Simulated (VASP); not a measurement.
# Sn2TeO: single point with PBE

Crystal: Sn2TeO.

```
CELL_PARAMETERS angstrom
4.20146 0.00000 0.00000
0.00000 4.20146 0.00000
0.00000 0.00000 5.95641
ATOMIC_POSITIONS crystal
Sn 0.00000 0.00000 0.50000
Sn 0.50000 0.50000 0.00000
Te 0.50000 0.50000 0.50000
O 0.00000 0.00000 0.00000
```

```
Program                : VASP 6.6.1
Task                   : single point
Functional             : PBE
Potentials or basis    : VASP PAW PBE potentials, release 64 (Sn_d, Te, O)
Cutoff                 : 600 eV
k mesh                 : 12 × 12 × 8
Occupations            : gaussian, width 0.1 eV
Spin                   : no spin polarisation
Dipole correction      : no
Further INCAR settings : ALGO = Normal; EDIFF = 1e-06; NBANDS = 28
```

| Quantity | Value |
| --- | --- |
| Pressure | -0.1 GPa |
| Band gap on the k mesh | zero (band 20 reaches 6.17 eV, above the bottom of band 21 at 5.57 eV) |

Levels at points of the mesh, in eV from the Fermi level:
```
           k point  band 17  band 18  band 19  band 20  band 21  band 22  band 23  band 24
(0.00, 0.00, 0.00)    -3.41    -1.71    -1.70    -1.70     2.96     3.26     3.82     3.82
(0.50, 0.00, 0.00)    -1.84    -1.59    -0.97    -0.02     1.09     1.11     1.23     1.92
(0.50, 0.50, 0.00)    -3.98    -2.61    -2.61    -2.35     2.85     2.85     3.07     3.42
(0.00, 0.00, 0.50)    -1.98    -1.98    -1.56    -1.16     1.53     2.45     3.18     3.23
(0.50, 0.00, 0.50)    -1.56    -1.52    -1.06     0.33     0.66     0.86     0.95     1.39
(0.50, 0.50, 0.50)    -3.05    -3.05    -1.16     0.06     1.45     1.78     2.08     2.08
```

It took 10 min on 1 thread of Intel Xeon 8259CL, on a shared host, peak memory 0.59 GiB.

Caveat: spin-orbit coupling is left out, which moves the levels of the heavy elements.
